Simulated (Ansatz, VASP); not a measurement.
**One calculation of Fe, two programs**

INCAR

```
SYSTEM = Fe
PREC = Accurate
ENCUT = 520
EDIFF = 1E-7
ISMEAR = 0
SIGMA = 0.15
LREAL = .False.
LASPH = .True.
NELM = 150
ALGO = Normal
ISIF = 2
LWAVE = .False.
LCHARG = .False.
ISPIN = 2
MAGMOM = 2.44
LORBIT = 11
LMAXMIX = 4
GGA = PE
NBANDS = 14
```

Contents of KPOINTS:

```
regular mesh
0
Gamma
  12 12 12
  0 0 0
```

POSCAR

```
Fe
1.0
   -1.1857951398      1.1857951398      1.8567180299
    1.1857951398     -1.1857951398      1.8567180299
    1.1857951398      1.1857951398     -1.8567180299
Fe
1
Direct
    0.0000000000      0.0000000000      0.0000000000
```

Input for Ansatz:

```yaml
crystal:
  lattice:
    - [-1.1857951398, 1.1857951398, 1.8567180299]
    - [1.1857951398, -1.1857951398, 1.8567180299]
    - [1.1857951398, 1.1857951398, -1.8567180299]
  atoms:
    - { symbol: Fe, position: [0.0, 0.0, 0.0], spin: 2.44 }
basis:
  ecutwfc: 520.0
kpoints:
  mp_grid: { grid: [12, 12, 12] }
hamiltonian:
  xc: pbe
scf:
  occupations: { method: gaussian, width: 0.15 }
output:
  forces: true
  stress: true
  eigenvalues: true
  populations: true
magnetization:
  spin_polarized: true
```

Alike in both runs: task single point; functional PBE; k mesh 12 × 12 × 12; occupations gaussian, width 0.15 eV; collinear spin.

|  | VASP | Ansatz |
| --- | --- | --- |
| version | VASP 6.6.1 | Ansatz 0.2.0 |
| potentials or method | VASP PAW PBE potentials, release 64 (Fe), cutoff 520 eV | scalar-relativistic, plane waves, PAW |
| valence electrons in the cell | 8 | 16 |

Ansatz gave:

```
gap on the k mesh at the Fermi level (eV)                     : none
pressure (GPa)                                                : 6.1
traceless stress, the component that is largest in VASP (GPa) : -14.82
net moment per atom (μB)                                      : 1.16
size of the moment on the site where the two differ most (μB) : 1.17
```

Q: What did VASP give for the same quantities?

A: gap on the k mesh at the Fermi level (eV): none; pressure (GPa): 6.3; traceless stress, the component that is largest in VASP (GPa): -13.86; net moment per atom (μB): 1.20; size of the moment on the site where the two differ most (μB): 1.19.

Site moments also hang on the region over which each program counts them. A gap of «none» marks a metal or a gap that the smearing closes. With one functional, cell and mesh, what is left measures potentials, basis and numerics. VASP's potentials hold 8 valence electrons a cell and Ansatz's 16, so a difference there can come from the potentials and not from the codes.
